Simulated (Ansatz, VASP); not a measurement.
# One calculation of PtS2, two programs

The input INCAR:

```
SYSTEM = PtS2
ALGO = Normal ; DIPOL = 0.5 0.5 0.382
EDIFF = 1E-6 ; ENCUT = 520
GGA = PE ; IDIPOL = 3
ISIF = 2 ; ISMEAR = 0
IVDW = 12 ; LASPH = .TRUE.
LCHARG = .TRUE. ; LDIPOL = .TRUE.
LELF = .TRUE. ; LREAL = .FALSE.
LVACPOTAV = .TRUE. ; LVHAR = .TRUE.
LWAVE = .FALSE. ; NBANDS = 31
NELM = 100 ; PREC = Accurate
SIGMA = 0.05
```

The input KPOINTS:

```
k-points
0
G
  9 9 1
  0 0 0
```

POSCAR

```
PtS2
1.0
    3.5414386157      0.0000000000      0.0000000000
   -1.7707193078      3.0669758072      0.0000000000
    0.0000000000      0.0000000000     22.4671575440
S Pt
4 2
Direct
    0.6666666667      0.3333333333      0.2002923597
    0.3333333333      0.6666666667      0.3108349936
    0.5000000000      0.6666666667      0.4537102102
    0.1666666667      1.0000000000      0.5642528441
    0.0000000000      0.0000000000      0.2555636767
   -0.1666666667      0.3333333333      0.5089815272
```

Input for Ansatz:

```yaml
crystal:
  lattice:
    - [3.5414386157, 0.0, 0.0]
    - [-1.7707193078, 3.0669758072, 0.0]
    - [0.0, 0.0, 22.467157544]
  atoms:
    - { symbol: S, position: [0.6666666667, 0.3333333333, 0.2002923597] }
    - { symbol: Pt, position: [0.0, 0.0, 0.2555636767] }
    - { symbol: S, position: [0.3333333333, 0.6666666667, 0.3108349936] }
    - { symbol: S, position: [0.5, 0.6666666667, 0.4537102102] }
    - { symbol: Pt, position: [-0.1666666667, 0.3333333333, 0.5089815272] }
    - { symbol: S, position: [0.1666666667, 1.0, 0.5642528441] }
basis:
  ecutwfc: 420
kpoints:
  mp_grid: { grid: [9, 9, 1] }
hamiltonian:
  xc: pbe
  dispersion: d3bj
scf:
  occupations: { method: gaussian, width: 0.05 }
output:
  forces: true
  eigenvalues: true
efield:
  axis: 3
  dipole_correction: true
  ramp_width: 0.04
```

Alike in both runs: task single point; functional PBE; dispersion D3(BJ); k mesh 9 × 9 × 1; occupations gaussian, width 0.05 eV; no spin polarisation.

```csv
,VASP,Ansatz
version,VASP 6.6.1,Ansatz 0.2.0
potentials or method,"VASP PAW PBE potentials, release 64 (S, Pt), cutoff 520 eV","scalar-relativistic, plane waves, PAW"
valence electrons in the cell,44,60
```

VASP gave:

```
gap on the k mesh at the Fermi level (eV) : 1.19
least direct gap on the mesh (eV)         : 1.32
rms of the force components (eV/Å)        : 0.068
```

Q: Estimate Ansatz's values.

A: gap on the k mesh at the Fermi level (eV): 1.18; least direct gap on the mesh (eV): 1.31; rms of the force components (eV/Å): 0.056.

VASP's potentials hold 44 valence electrons a cell and Ansatz's 60, so a difference there can come from the potentials and not from the codes.

Neither program's run includes spin-orbit coupling.
